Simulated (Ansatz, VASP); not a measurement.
Two plane-wave programs on GdO

```
CELL_PARAMETERS angstrom
0.00000 2.70000 2.70000
5.40000 2.70000 2.70000
5.40000 5.40000 0.00000
ATOMIC_POSITIONS crystal
Gd 0.00000 0.00000 0.00000
Gd 0.00000 0.00000 0.50000
O 0.25000 0.25000 0.00000
O 0.25000 0.25000 0.50000
```

Alike in both runs: task single point; functional LDA; k mesh 6 × 6 × 6; occupations gaussian, width 0.05 eV; collinear spin; Hubbard terms Gd f U = 6.0 eV.

|  | VASP | Ansatz |
| --- | --- | --- |
| version | VASP 6.6.1 | Ansatz 0.2.0 |
| potentials or method | VASP PAW PBE potentials, release 64 (Gd, O), cutoff 520 eV | scalar-relativistic, plane waves, PAW |
| valence electrons in the cell | 48 | 48 |

VASP gave:

* gap on the k mesh at the Fermi level (eV): none
* pressure (GPa): -7.3
* net moment per atom (μB): 0.00
* size of the moment on the site where the two differ most (μB): 6.89

What did Ansatz give for the same quantities?

gap on the k mesh at the Fermi level (eV): none; pressure (GPa): -7.8; net moment per atom (μB): 0.00; size of the moment on the site where the two differ most (μB): 6.88.

VASP's potentials were made for PBE, not for LDA. LDA's correlation is that of Perdew and Zunger in VASP and of Perdew and Wang (1992) in Ansatz. Site moments also hang on the region over which each program counts them. The programs project onto different local orbitals, so the same U acts differently, and such runs can settle in different states. A gap of «none» marks a metal or a gap that the smearing closes. Ansatz's warnings: filled band counts differ across k points.

Spin-orbit coupling is off throughout.
